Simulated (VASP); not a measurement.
Write the native input for VASP 6.6.1 that does the following.

```
Task                   : single point
Functional             : LDA
Potentials or basis    : VASP PAW LDA potentials, release 64 (Fe)
Cutoff                 : 520 eV
k mesh                 : 13 × 13 × 13
Occupations            : fermi-dirac, width 0.05 eV
Spin                   : collinear spin, ferromagnetic start
Starting moments       : [4.0] μB
Dipole correction      : no
Further INCAR settings : ALGO = Normal; EDIFF = 1e-07; NBANDS = 14
```

The structure of Fe lies in POSCAR:

```
Fe
1.0
   -1.4410000000      1.4410000000      1.4410000000
    1.4410000000     -1.4410000000      1.4410000000
    1.4410000000      1.4410000000     -1.4410000000
Fe
1
Direct
    0.0000000000      0.0000000000      0.0000000000
```

These files were run (other wordings do the same):

INCAR

```
SYSTEM = Fe
ALGO = Normal
EDIFF = 1E-7
ENCUT = 520
GGA = CA
ISIF = 2
ISMEAR = -1
ISPIN = 2
LASPH = .True.
LCHARG = .False.
LMAXMIX = 4
LORBIT = 11
LREAL = .False.
LWAVE = .False.
MAGMOM = 4
NBANDS = 14
NELM = 150
PREC = Accurate
SIGMA = 0.05
```

KPOINTS

```
k-points
0
Gamma
  13 13 13
  0 0 0
```

Potentials or basis: VASP PAW LDA potentials, release 64 (Fe).

Run with:

```bash
$ cat potpaw_LDA.64/Fe/POTCAR > POTCAR
$ mpirun -np 1 vasp_std > vasp.out
```

Results of the run:

* Pressure: -26.2 GPa
* Net moment: 2.15 μB per cell
* Site moments: Fe +2.14 μB
* Valence electrons inside the program's atomic spheres: Fe 7.18

Wall time 13 s on 1 thread of Intel(R) Xeon(R) 6975P-C (Granite Rapids) (shared host), peak memory 0.13 GiB.
